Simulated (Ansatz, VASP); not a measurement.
**One calculation of Mg2C3, two programs**

Contents of POSCAR:

```
Mg2C3
1.0
    2.4155000000     -2.3500000000      0.0000000000
    2.4155000000      2.3500000000      0.0000000000
   -1.2270700000      0.0000000000      4.8332800000
Mg C
2 3
Direct
    0.8096247298      0.8096247298      0.1994263455
    0.1903752702      0.1903752702      0.8005736545
    0.3000558351      0.3000558351      0.2630970080
    0.6999441649      0.6999441649      0.7369029920
    0.5000000000      0.5000000000      0.5000000000
```

File INCAR.step1:

```
SYSTEM = Mg2C3
PREC = Accurate
ENCUT = 520
ISMEAR = -1
SIGMA = 0.05
LREAL = .FALSE.
LASPH = .TRUE.
NELM = 100
NBANDS = 16
GGA = PE
ALGO = Normal
EDIFF = 1E-4
LWAVE = .TRUE.
LCHARG = .FALSE.
```

File INCAR.step2:

```
SYSTEM = Mg2C3
PREC = Accurate
ENCUT = 520
EDIFF = 1E-8
ISMEAR = -1
SIGMA = 0.05
LREAL = .FALSE.
LASPH = .TRUE.
NELM = 100
ALGO = Normal
ISIF = 2
LWAVE = .FALSE.
LCHARG = .FALSE.
METAGGA = R2SCAN
LMIXTAU = .TRUE.
LEFG = .TRUE.
NBANDS = 16
ISTART = 1
```

KPOINTS

```
regular mesh
0
G
  9 9 6
  0 0 0
```

Input for Ansatz:

```yaml
crystal:
  lattice:
    - [2.4155, -2.35, 0.0]
    - [2.4155, 2.35, 0.0]
    - [-1.22707, 0.0, 4.83328]
  atoms:
    - { symbol: Mg, position: [0.8096247298, 0.8096247298, 0.1994263455] }
    - { symbol: Mg, position: [0.1903752702, 0.1903752702, 0.8005736545] }
    - { symbol: C, position: [0.3000558351, 0.3000558351, 0.263097008] }
    - { symbol: C, position: [0.6999441649, 0.6999441649, 0.736902992] }
    - { symbol: C, position: [0.5, 0.5, 0.5] }
kpoints:
  mp_grid: { grid: [9, 9, 6] }
scf:
  occupations: { method: fermi_dirac, width: 0.05 }
hamiltonian:
  xc: r2scan
  pseudopotentials: { kind: paw }
output:
  forces: true
  stress: true
  populations: true
  efg: { quadrupole_moments_barn: { Mg: 0.1994 }, contact_densities: true }
  write_density: true
  write_potential: true
  elf: true
  volumetric_format: npy
```

Alike in both runs: task electric field gradients; functional r2SCAN; k mesh 9 × 9 × 6; occupations fermi-dirac, width 0.05 eV; no spin polarisation.

|  | VASP | Ansatz |
| --- | --- | --- |
| version | VASP 6.6.1 | Ansatz 0.2.0 |
| potentials or method | VASP PAW PBE potentials, release 64 (Mg, C) | plane-wave PAW, scalar-relativistic |
| plane-wave cutoff (eV) | 520 | 500 |
| valence electrons in the cell | 16 | 32 |

VASP gave:

| Property | Result |
| --- | --- |
| gap on the k mesh at the Fermi level (eV) | 2.15 |
| pressure (GPa) | -2.3 |
| traceless stress, the component that is largest in VASP (GPa) | -0.65 |
| rms of the force components (eV/Å) | 0.083 |
| size of Vzz on the site where it differs most (V/Å²) | 59.9 |

What did Ansatz give for the same quantities?

gap on the k mesh at the Fermi level (eV): 2.15; pressure (GPa): -2.0; traceless stress, the component that is largest in VASP (GPa): -1.10; rms of the force components (eV/Å): 0.124; size of Vzz on the site where it differs most (V/Å²): 45.9.

VASP's potentials were made for PBE, not for r2SCAN. Atom by atom the forces differ by 0.042 eV/Å (rms over components). With one functional, cell and mesh, what is left measures potentials, basis and numerics. VASP's potentials hold 16 valence electrons a cell and Ansatz's 32, so a difference there can come from the potentials and not from the codes.
